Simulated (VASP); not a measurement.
Wanted: the native input for a VASP 6.6.1 run.

```
Task                   : single point
Functional             : PBE
Potentials or basis    : VASP PAW PBE potentials, release 64 (Al, N)
Cutoff                 : 520 eV
k mesh                 : 12 × 12 × 4
Occupations            : fermi-dirac, width 0.02 eV
Spin                   : no spin polarisation
Dipole correction      : no
Further INCAR settings : ALGO = Normal; EDIFF = 1e-06; NBANDS = 16
```

The structure of AlN lies in POSCAR:

```
AlN
1.0
    3.1130000000     -0.0259416667     -0.0259416667
   -1.5789661667      2.7089108333     -0.0094953333
   -0.0415083333     -0.0415083333      4.9810000000
Al N
2 2
Direct
    0.3333333333      0.6666666667      0.0000000000
    0.6666666667      0.3333333333      0.5000000000
    0.3333333333      0.6666666667      0.3800000000
    0.6666666667      0.3333333333      0.8800000000
```

These files were run (other wordings do the same):

INCAR

```
SYSTEM = AlN
PREC = Accurate
ENCUT = 520
EDIFF = 1E-6
ISMEAR = -1
SIGMA = 0.02
LREAL = .FALSE.
LASPH = .TRUE.
NELM = 60
ALGO = Normal
ISIF = 2
LWAVE = .FALSE.
LCHARG = .FALSE.
GGA = PE
NBANDS = 16
```

KPOINTS

```
regular mesh
0
G
  12 12 4
  0 0 0
```

Potentials or basis: VASP PAW PBE potentials, release 64 (Al, N).

The run is started by

```bash
$ cat potpaw_PBE.64/Al/POTCAR potpaw_PBE.64/N/POTCAR > POTCAR
$ mpirun -np 1 vasp_std > vasp.out
```

Results of the run:

The pressure is 3.6 GPa and the largest force is 0.318 eV/Å. The band gap on the k mesh is 4.19 eV.

Caveat: the cell stands under pressure.

It took 56 s on 1 thread of Intel(R) Xeon(R) 6975P-C (Granite Rapids), on a shared host, peak memory 0.27 GiB.
